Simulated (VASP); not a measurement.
A run of VASP 6.6.1:

File POSCAR:

```
KSrCl3
1.0
    5.6362001666      0.0000000000      0.0000000000
    0.0000000000      5.6362001666      0.0000000000
    0.0000000000      0.0000000000      5.6362001666
K Sr Cl
1 1 3
Direct
    0.0000000000      0.0000000000      0.0000000000
    0.5000000000      0.5000000000      0.5000000000
    0.5000000000      0.5000000000      0.0000000000
    0.5000000000      0.0000000000      0.5000000000
    0.0000000000      0.5000000000      0.5000000000
```

File INCAR.step1:

```
  PREC = Accurate
  ENCUT = 520
  ISMEAR = 0
  SIGMA = 0.01
  LREAL = F
  LASPH = T
  NELM = 100
  NBANDS = 28
  GGA = PE
  ALGO = Normal
  EDIFF = 1E-4
  LWAVE = T
  LCHARG = F
```

The input INCAR.step2:

```
  PREC = Accurate
  ENCUT = 520
  EDIFF = 1E-6
  ISMEAR = 0
  SIGMA = 0.01
  LREAL = F
  LASPH = T
  NELM = 100
  ALGO = Normal
  ISIF = 2
  LWAVE = F
  LCHARG = T
  METAGGA = R2SCAN
  LMIXTAU = T
  LELF = T
  LVHAR = T
  NBANDS = 28
  ISTART = 1
```

The input KPOINTS:

```
Automatic mesh
0
Gamma
  4 4 4
```

Potentials or basis: VASP PAW PBE potentials, release 64 (K_sv, Sr_sv, Cl).

Launch:

```console
$ cat potpaw_PBE.64/K_sv/POTCAR potpaw_PBE.64/Sr_sv/POTCAR potpaw_PBE.64/Cl/POTCAR > POTCAR
$ cp INCAR.step1 INCAR
$ mpirun -np 1 vasp_std > vasp.out
$ cp INCAR.step2 INCAR
$ mpirun -np 1 vasp_std > vasp.out
```

Hardware: 1 thread of Intel(R) Xeon(R) Platinum 8375C CPU @ 2.90GHz (Ice Lake) (shared host).

Task: How long does it take, and how much memory?

Result: Wall time 3.2 min on 1 thread of Intel(R) Xeon(R) Platinum 8375C CPU @ 2.90GHz (Ice Lake) (shared host), peak memory 0.31 GiB. Counts: k points 10.
